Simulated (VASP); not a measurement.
Wanted: the native input for a VASP 6.6.1 run.

```yaml
Task: single point
Functional: PBEsol
Potentials_or_basis: VASP PAW PBE potentials, release 64 (Sn_d)
Cutoff: 520 eV
k_mesh: 12 × 12 × 12
Occupations: gaussian, width 0.1 eV
Spin: no spin polarisation
Dipole_correction: no
Further_INCAR_settings: ALGO = Fast; EDIFF = 1e-07; NBANDS = 21
```

The structure of Sn lies in POSCAR:

```
Sn
1.0
    0.0000000000      3.2239645283      3.2239645283
    3.2239645283      0.0000000000      3.2239645283
    3.2239645283      3.2239645283      0.0000000000
Sn
2
Direct
    0.0000000000      0.0000000000      0.0000000000
    0.2500000000      0.2500000000      0.2500000000
```

One way to write it, as run:

INCAR

```
PREC = Accurate
ENCUT = 520
EDIFF = 1E-7
ISMEAR = 0
SIGMA = 0.1
LREAL = False
LASPH = True
NELM = 60
ALGO = Fast
ISIF = 2
LWAVE = False
LCHARG = False
GGA = PS
NBANDS = 21
```

KPOINTS

```
regular mesh
0
Gamma
  12 12 12
```

Potentials or basis: VASP PAW PBE potentials, release 64 (Sn_d).

Run with:

```sh
$ cat potpaw_PBE.64/Sn_d/POTCAR > POTCAR
$ mpirun -np 1 vasp_std > vasp.out
```

Results of the run:

```yaml
Pressure: 1.9 GPa
Band_gap_on_the_k_mesh: zero (band 14 reaches 5.78 eV, above the bottom of band 15 at 5.67 eV)
```

Caveat: the PAW data sets were made with another functional, which shifts forces and pressure a little; spin-orbit coupling is left out, which moves the levels of the heavy elements.

Wall time 88 s on 1 thread of Intel Xeon 6975P-C (shared host), peak memory 0.25 GiB.
